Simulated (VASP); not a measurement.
HfTeSe5: single point with PBE

Crystal: HfTeSe5.

```xyz
7
Lattice="2.8628 1.6529 5.7604 -2.8628 1.6529 5.7604 0.0000 -3.3057 5.7604" Properties=species:S:1:pos:R:3 pbc="T T T"
Hf    0.0000    0.0000    0.0000
Te    0.0000    0.0000    8.6406
Se    0.0000    1.6529    5.7604
Se   -1.4314   -0.8264    5.7604
Se    1.4314   -0.8264    5.7604
Se    0.0000    0.0000   14.7112
Se    0.0000    0.0000    2.5701
```

The cell was generated, and may not be a known phase.

| Item | Value |
| --- | --- |
| Program | VASP 6.6.1 |
| Task | single point |
| Functional | PBE |
| Potentials or basis | VASP PAW PBE potentials, release 64 (Hf_pv, Te, Se) |
| Cutoff | 500 eV |
| k mesh | 2 × 2 × 2 |
| Occupations | gaussian, width 0.15 eV |
| Spin | no spin polarisation |

```yaml
Pressure: 0.2 GPa
Largest_force: 0.035 eV/Å
Band_gap_on_the_k_mesh: zero (bands 23 and 24 overlap by 0.75 eV)
```

Forces on the atoms (eV/Å):
```
Hf   0.000  0.000  0.000
Te   0.000  0.000  0.000
Se   0.000  0.000  0.000
Se   0.000  0.000  0.000
Se   0.000  0.000  0.000
Se   0.000  0.000  0.035
Se   0.000  0.000 -0.035
```

Stress tensor (GPa, compression positive):
```
0.28 0.00 0.00
0.00 0.28 0.00
0.00 0.00 0.02
```

Levels at points of the mesh, in eV from the Fermi level:
| k point | band 19 | band 20 | band 21 | band 22 | band 23 | band 24 | band 25 | band 26 |
| --- | --- | --- | --- | --- | --- | --- | --- | --- |
| (0.00, 0.00, 0.00) | -0.73 | -0.44 | -0.44 | 0.55 | 0.72 | 1.18 | 1.18 | 1.21 |
| (0.50, 0.00, 0.00) | -1.77 | -1.67 | -0.64 | -0.22 | -0.19 | -0.03 | 0.10 | 0.50 |
| (0.50, 0.50, 0.00) | -2.21 | -2.12 | -1.35 | -1.28 | -0.73 | 0.25 | 0.44 | 0.65 |
| (0.50, 0.50, 0.50) | -1.89 | -1.18 | -1.18 | -1.07 | 0.03 | 0.03 | 0.56 | 0.78 |

Run time: 47 s on 1 thread of Intel(R) Xeon(R) Platinum 8259CL CPU @ 2.50GHz (Skylake/Cascade Lake) (shared host), peak memory 0.33 GiB.

Caveat: the k points lie up to 0.66 Å⁻¹ apart, too coarse for converged energies and pressures of a metal; spin-orbit coupling is left out, which moves the levels of the heavy elements.
